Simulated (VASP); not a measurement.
# AlP (r.bp) (F-43m) in VASP: single point with PBEsol

Aim: the single point of AlP (r.bp) with PBEsol.

Everything below comes from runs of VASP 6.6.1. Logs are shortened: lines on timing, memory, paths and dates and some standing lists are left out, and cuts for length are marked.

### 1 The cell of the first run

It takes space group F-43m (No. 216, cubic). Conventional cell: a = 5.469 Å, b = 5.469 Å, c = 5.469 Å, α = 90.00°, β = 90.00°, γ = 90.00°. Al (site symmetry -43m) has 4 P at 2.37 Å within 3.1 Å. Within 3.1 Å of P (site symmetry -43m) lie 4 Al at 2.37 Å.

### 2 Single point, PBEsol

Input file INCAR:

```
PREC     = Accurate       # precision mode
ENCUT    = 500            # plane-wave cutoff, eV
EDIFF    = 1E-6           # SCF threshold, eV
ISMEAR   = 0              # smearing method
SIGMA    = 0.02           # smearing width, eV
LREAL    = False          # projectors in reciprocal space
LASPH    = True           # aspherical terms in the spheres
NELM     = 120            # most SCF steps
ALGO     = Normal         # electronic algorithm
ISIF     = 2              # what is computed and relaxed
LWAVE    = False          # write WAVECAR
LCHARG   = True           # write CHGCAR
GGA      = PS             # functional
LELF     = True           # ELF
LVHAR    = True         
NBANDS   = 11             # bands
GGA_COMPAT= False
```

Input file KPOINTS:

```
Automatic mesh
0
Gamma
  8 8 8
```

Input file POSCAR:

```
AlP
1.0
    0.0000000000      2.7345801007      2.7345801007
    2.7345801007      0.0000000000      2.7345801007
    2.7345801007      2.7345801007      0.0000000000
Al P
1 1
Direct
    0.0000000000      0.0000000000      0.0000000000
    0.2500000000      0.2500000000      0.2500000000
```

Potentials or basis: VASP PAW PBE potentials, release 64 (Al, P).

Run with:

```console
> cat potpaw_PBE.64/Al/POTCAR potpaw_PBE.64/P/POTCAR > POTCAR
> mpirun -np 1 vasp_std > vasp.out
```

OUTCAR:

```text
PREC = Accurate
   ENCUT = 500
   EDIFF = 1E-6
   ISMEAR = 0
   LREAL = False
   LASPH = True
   NELM = 120
   ISIF = 2
   GGA = PS

 ion  position               nearest neighbor table
   1  0.000  0.000  0.000-   2 2.37   2 2.37   2 2.37   2 2.37
   2  0.250  0.250  0.250-   1 2.37   1 2.37   1 2.37   1 2.37

  LATTYP: Found a face centered cubic cell.
 ALAT       =     5.4691602014

  Lattice vectors:

 A1 = (   0.0000000000,   2.7345801007,   2.7345801007)
 A2 = (   2.7345801007,   0.0000000000,   2.7345801007)
 A3 = (   2.7345801007,   2.7345801007,   0.0000000000)

Analysis of symmetry for initial positions (statically):
=====================================================================
 Subroutine PRICEL returns:
 Original cell was already a primitive cell.

 Routine SETGRP: Setting up the symmetry group for a
 face centered cubic supercell.

 Subroutine GETGRP returns: Found 24 space group operations
 (whereof 24 operations were pure point group operations)
 out of a pool of 48 trial point group operations.

The static configuration has the point symmetry T_d .

Analysis of symmetry for dynamics (positions and initial velocities):
=====================================================================
 Subroutine PRICEL returns:
 Original cell was already a primitive cell.

 Routine SETGRP: Setting up the symmetry group for a
 face centered cubic supercell.

 Subroutine GETGRP returns: Found 24 space group operations
 (whereof 24 operations were pure point group operations)
 out of a pool of 48 trial point group operations.

The dynamic configuration has the point symmetry T_d .

 Subroutine INISYM returns: Found 24 space group operations
 (whereof 24 operations are pure point group operations),
 and found     1 'primitive' translations

----------------------------------------------------------------------------------------

                                     Primitive cell

  volume of cell :      40.8980

  direct lattice vectors                    reciprocal lattice vectors
     0.000000000  2.734580101  2.734580101    -0.182843428  0.182843428  0.182843428
     2.734580101  0.000000000  2.734580101     0.182843428 -0.182843428  0.182843428
     2.734580101  2.734580101  0.000000000     0.182843428  0.182843428 -0.182843428

  length of vectors
     3.867280266  3.867280266  3.867280266     0.316694107  0.316694107  0.316694107

  position of ions in fractional coordinates (direct lattice)
     0.000000000  0.000000000  0.000000000
     0.250000000  0.250000000  0.250000000

  ion indices of the primitive-cell ions
   primitive index   ion index
                 1           1
                 2           2

----------------------------------------------------------------------------------------

 KPOINTS: Automatic mesh

Automatic generation of k-mesh.
 Grid dimensions read from file:
 generate k-points for:    8    8    8

 Generating k-lattice:

  Cartesian coordinates                     Fractional coordinates (reciprocal lattice)
    -0.022855429  0.022855429  0.022855429     0.125000000  0.000000000  0.000000000
     0.022855429 -0.022855429  0.022855429     0.000000000  0.125000000  0.000000000
     0.022855429  0.022855429 -0.022855429     0.000000000  0.000000000  0.125000000

  Length of vectors
     0.039586763  0.039586763  0.039586763

  Shift w.r.t. Gamma in fractional coordinates (k-lattice)
     0.000000000  0.000000000  0.000000000

 Subroutine IBZKPT returns following result:
 ===========================================

 Found     29 irreducible k-points:

 Following reciprocal coordinates:
            Coordinates               Weight
  0.000000  0.000000  0.000000      1.000000
  0.125000  0.000000  0.000000      8.000000
  0.250000  0.000000  0.000000      8.000000
  0.375000  0.000000  0.000000      8.000000
  0.500000  0.000000  0.000000      4.000000
  0.125000  0.125000  0.000000      6.000000
[... 16 lines left out ...]
  0.500000  0.250000  0.125000     48.000000
 -0.375000  0.250000  0.125000     24.000000
 [... further k-points ...]
   k-points           NKPTS =     29   k-points in BZ     NKDIM =     29   number of bands    NBANDS=     11
   number of dos      NEDOS =    301   number of ions     NIONS =      2
   total plane-waves  NPLWV =  21952
   dimension x,y,z NGX =    28 NGY =   28 NGZ =   28
   dimension x,y,z NGXF=    56 NGYF=   56 NGZF=   56
   ions per type =               1   1
   NGX,Y,Z   is equivalent  to a cutoff of  12.04, 12.04, 12.04 a.u.
   NGXF,Y,Z  is equivalent  to a cutoff of  24.07, 24.07, 24.07 a.u.
 SYSTEM =  unknown system
   PREC   = accura    normal or accurate (medium, high low for compatibility)
   ISTART =      0    job   : 0-new  1-cont  2-samecut
   ICHARG =      2    charge: 1-file 2-atom 10-const
   ISPIN  =      1    spin polarized calculation?
   LNONCOLLINEAR =      F non collinear calculations
   LSORBIT =      F    spin-orbit coupling
   LASPH  =      T    aspherical Exc in radial PAW
   ENCUT  =  500.0 eV  36.75 Ry    6.06 a.u.   7.05  7.05  7.05*2*pi/ulx,y,z
   NELM   =    120;   NELMIN=  2; NELMDL= -5     # of ELM steps
   EDIFF  = 0.1E-05   stopping-criterion for ELM
   LREAL  =      F    real-space projection
   EDIFFG = 0.1E-04   stopping-criterion for IOM
   NSW    =      0    number of steps for IOM
   IBRION =     -1    ionic relax: 0-MD 1-quasi-New 2-CG
   NFREE  =      0    steps in history (QN), initial steepest desc. (CG)
   ISIF   =      2    stress and relaxation
   ISYM   =      2    0-nonsym 1-usesym 2-fastsym
   POTIM  = 0.5000    time-step for ionic-motion
   TEBEG  =    0.0;   TEEND  =   0.0 temperature during run
   PSTRESS=    0.0 pullay stress
   NELECT =       8.0000    total number of electrons
   NUPDOWN=      -1.0000    fix difference up-down
   EMIN   =  10.00;   EMAX   =-10.00  energy-range for DOS
   EFERMI =   0.00;   METHOD = LEGACY
   ISMEAR =     0;   SIGMA  =   0.02  broadening in eV -4-tet -1-fermi 0-gaus
   EFERMI_NEDOS =   21; number of points for ismear=-14 and -15
   IALGO  =     38    algorithm
   IMIX   =      4    mixing-type and parameters
     AMIX     =   0.40;   BMIX     =  1.00
     AMIX_MAG =   1.60;   BMIX_MAG =  1.00
  volume/ion in A,a.u.               =      20.45       138.00
  Fermi-wavevector in a.u.,A,eV,Ry     =   0.950322  1.795848 12.287587  0.903112
  Thomas-Fermi vector in A             =   2.078688
   LORBIT       =      0    0 simple, 1 ext, 2 COOP (PROOUT), +10 PAW based schemes
   GGA     = PS    functional components
   LHFCALC =     F    Hartree Fock is set to
   AEXX    =    0.0000 exact exchange contribution
   IVDW    =     0    specifies the selected vdW correction
   LEPSILON=     F    determine dielectric tensor
   LRPA    =     F    only Hartree local field effects (RPA)
 non-spin polarized calculation
 Gauss-broadening in eV      SIGMA  =   0.02
  energy-cutoff  :      500.00
  volume of cell :       40.90
 maximum number of plane-waves:      1056
   NGX = 15   NGY = 15   NGZ = 15

 number of electron       8.0000000 magnetization

 Free energy of the ion-electron system (eV)
  ---------------------------------------------------
  ext. energy  EPLUGINS =         0.00000000
  ---------------------------------------------------
  free energy    TOTEN  =       -10.99515359 eV

  energy without entropy =      -10.99515359  energy(sigma->0) =      -10.99515359

 E-fermi :   4.5880     XC(G=0):  -9.3457

 val. band max:        4.4893516438   @ k =   0.0000   0.0000   0.0000
 cond. band min:       5.9375374030   @ k =   0.5000   0.5000   0.0000
 fundamental gap:      1.4481857592
 Fermi energy:         4.5879768126

 k-point     1 :       0.0000    0.0000    0.0000
  band No.  band energies     occupation
      1      -7.0094      2.00000
      2       4.4894      2.00000
      3       4.4894      2.00000
      4       4.4894      2.00000
      5       7.6504      0.00000
      6       8.9945      0.00000
      7       8.9945      0.00000
      8       8.9945      0.00000
      9      13.2859      0.00000
     10      13.2859      0.00000
     11      14.5498      0.00000

 k-point     2 :       0.1250    0.0000    0.0000
  band No.  band energies     occupation
      1      -6.8368      2.00000
      2       3.2493      2.00000
      3       4.3403      2.00000
      4       4.3403      2.00000
      5       8.0913      0.00000
      6       9.2782      0.00000
      7       9.2782      0.00000
      8       9.4948      0.00000
      9      12.7758      0.00000
     10      12.7758      0.00000
     11      15.1914      0.00000

 k-point     3 :       0.2500    0.0000    0.0000
  band No.  band energies     occupation
      1      -6.3506      2.00000
      2       1.2917      2.00000
      3       4.0452      2.00000
      4       4.0452      2.00000
      5       7.7171      0.00000
      6       9.5785      0.00000
      7       9.5785      0.00000
      8      11.3002      0.00000
      9      12.7454      0.00000
     10      12.7454      0.00000
     11      14.6469      0.00000

 k-point     4 :       0.3750    0.0000    0.0000
  band No.  band energies     occupation
      1      -5.6958      2.00000
      2      -0.3543      2.00000
      3       3.8099      2.00000
      4       3.8099      2.00000
      5       7.3396      0.00000
      6       9.3815      0.00000
      7       9.3815      0.00000
      8      12.4761      0.00000
      9      14.1417      0.00000
     10      14.1417      0.00000
     11      14.9464      0.00000
[... 239 lines left out ...]
 k-point    22 :       0.3750    0.2500    0.1250
  band No.  band energies     occupation
      1      -5.9389      2.00000
      2       0.9728      2.00000
      3       2.5751      2.00000
      4       3.5693      2.00000
      5       8.2582      0.00000
      6       9.2292      0.00000
      7       9.8459      0.00000
      8      11.2367      0.00000
      9      12.7515      0.00000
     10      15.2022      0.00000
     11      17.2694      0.00000

 k-point    23 :       0.5000    0.2500    0.1250
  band No.  band energies     occupation
      1      -5.3390      2.00000
      2      -0.1409      2.00000
      3       2.0055      2.00000
      4       3.1819      2.00000
      5       8.3516      0.00000
      6       9.1949      0.00000
      7      10.4433      0.00000
      8      11.5234      0.00000
      9      13.8816      0.00000
     10      15.7189      0.00000
     11      17.1946      0.00000

 k-point    24 :      -0.3750    0.2500    0.1250
  band No.  band energies     occupation
      1      -5.0096      2.00000
      2      -0.7037      2.00000
      3       1.8707      2.00000
      4       2.9928      2.00000
      5       8.3488      0.00000
      6       8.9255      0.00000
      7      11.3113      0.00000
      8      12.1029      0.00000
      9      13.3944      0.00000
     10      15.8305      0.00000
     11      17.1454      0.00000

 [... further k-points ...]

------------------------ aborting loop because EDIFF is reached ----------------------------------------

  FORCE on cell =-STRESS in cart. coord.  units (eV):
  Direction    XX          YY          ZZ          XY          YZ          ZX
  --------------------------------------------------------------------------------------
  -------------------------------------------------------------------------------------
  Total        0.0250297      0.0250297      0.0250297      0.0000000      0.0000000      0.0000000
  in kB        0.9805391      0.9805391      0.9805391      0.0000000      0.0000000      0.0000000
  external PRESSURE =       0.9805391 kB  Pullay stress =       0.0000000 kB

 VOLUME and BASIS-vectors are now :
 -----------------------------------------------------------------------------
  energy-cutoff  :      500.00
  volume of cell :       40.90
      direct lattice vectors                 reciprocal lattice vectors
     0.000000000  2.734580101  2.734580101    -0.182843428  0.182843428  0.182843428
     2.734580101  0.000000000  2.734580101     0.182843428 -0.182843428  0.182843428
     2.734580101  2.734580101  0.000000000     0.182843428  0.182843428 -0.182843428

 POSITION                                       TOTAL-FORCE (eV/Angst)
 -----------------------------------------------------------------------------------
      0.00000      0.00000      0.00000        -0.000000     -0.000000     -0.000000
      1.36729      1.36729      1.36729         0.000000      0.000000      0.000000
 -----------------------------------------------------------------------------------
    total drift:                                0.000000      0.000000      0.000000

  FREE ENERGIE OF THE ION-ELECTRON SYSTEM (eV)
  ---------------------------------------------------
  free  energy   TOTEN  =       -10.9951535919 eV

  energy  without entropy=      -10.9951535919  energy(sigma->0) =      -10.99515359
```

It took 5.1 s on 1 thread of Intel Xeon 6975P-C (Granite Rapids), shared host; peak memory 0.15 GiB.

Results:

- Free energy: -10.9952 eV
- Pressure: 0.1 GPa
- Band gap on the k mesh: 1.45 eV, indirect (least direct gap 3.16 eV)

Caveat: the PAW data sets were made with another functional, which shifts forces and pressure a little.
